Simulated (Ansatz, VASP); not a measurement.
## Te in VASP and in Ansatz

The input POSCAR:

```
Te
1.0
    4.5054489476      0.0000000000      0.0000000000
   -2.2527244738      3.9018332442      0.0000000000
    0.0000000000      0.0000000000      5.9927568208
Te
3
Direct
    0.7310000000      0.7310000000      0.5000000000
    0.0000000000      0.2690000000      0.8333333333
    0.2690000000      0.0000000000      0.1666666667
```

Contents of INCAR.step1:

```
PREC = Accurate
ENCUT = 520
EDIFF = 1E-5
ISMEAR = 0
SIGMA = 0.025
LREAL = False
LASPH = True
NELM = 80
ALGO = Normal
ISIF = 2
LWAVE = True
LCHARG = False
GGA = PE
NBANDS = 16
```

INCAR.step2

```
PREC = Accurate
ENCUT = 520
EDIFF = 1E-6
ISMEAR = 0
SIGMA = 0.025
LREAL = False
LASPH = True
NELM = 80
ALGO = Normal
ISIF = 2
LWAVE = False
LCHARG = False
GGA = PE
LHFCALC = True
AEXX = 1.0
ALDAC = 0.0
AGGAC = 0.0
PRECFOCK = Normal
ISTART = 1
NBANDS = 16
```

KPOINTS

```
Automatic mesh
0
Gamma
  4 4 3
```

File input.yaml:

```yaml
crystal:
  lattice:
    - [4.5054489476, 0.0, 0.0]
    - [-2.2527244738, 3.9018332442, 0.0]
    - [0.0, 0.0, 5.9927568208]
  atoms:
    - { symbol: Te, position: [0.731, 0.731, 0.5] }
    - { symbol: Te, position: [0.0, 0.269, 0.8333333333] }
    - { symbol: Te, position: [0.269, 0.0, 0.1666666667] }
hamiltonian:
  xc: hf
  pseudopotentials: { kind: paw, xc_functional: lda, accuracy: standard }
kpoints:
  mp_grid: { grid: [4, 4, 3] }
scf:
  occupations: { method: gaussian, width: 0.025 }
  n_extra_bands: 12
output:
  eigenvalues: true
  optics: { e_range: [0, 14], sigma: 0.1 }
  write_density: true
  write_potential: true
  elf: true
  volumetric_format: npy
```

Change from the starting cell: volume scaled by 1.04.

Alike in both runs: functional HF; k mesh 4 × 4 × 3; occupations gaussian, width 0.025 eV; no spin polarisation.

|  | VASP | Ansatz |
| --- | --- | --- |
| version | VASP 6.6.1 | Ansatz 0.2.0 |
| potentials or method | VASP PAW PBE potentials, release 64 (Te) | JTH PAW LDA |
| plane-wave cutoff (eV) | 520 | 540 |
| valence electrons in the cell | 18 | 18 |
| task | single point | optical spectrum |

```csv
,VASP,Ansatz,Ansatz less VASP
gap on the k mesh at the Fermi level (eV),6.42,6.11,-0.314
least direct gap on the mesh (eV),6.57,6.35,-0.227
```

VASP's potentials were made for PBE, not for HF. With one functional, cell and mesh, what is left measures potentials, basis and numerics.

Spin-orbit coupling is off throughout. Noted on Ansatz's run: the potentials were made for another functional, which shifts forces and pressure; this version of the program is known to err on some quantities of such runs, which are left out of the summary and shouldn't be taken from the log; odd divisions of the mesh miss points on the zone boundary, where band edges often lie, so the gap on the mesh can be too wide.
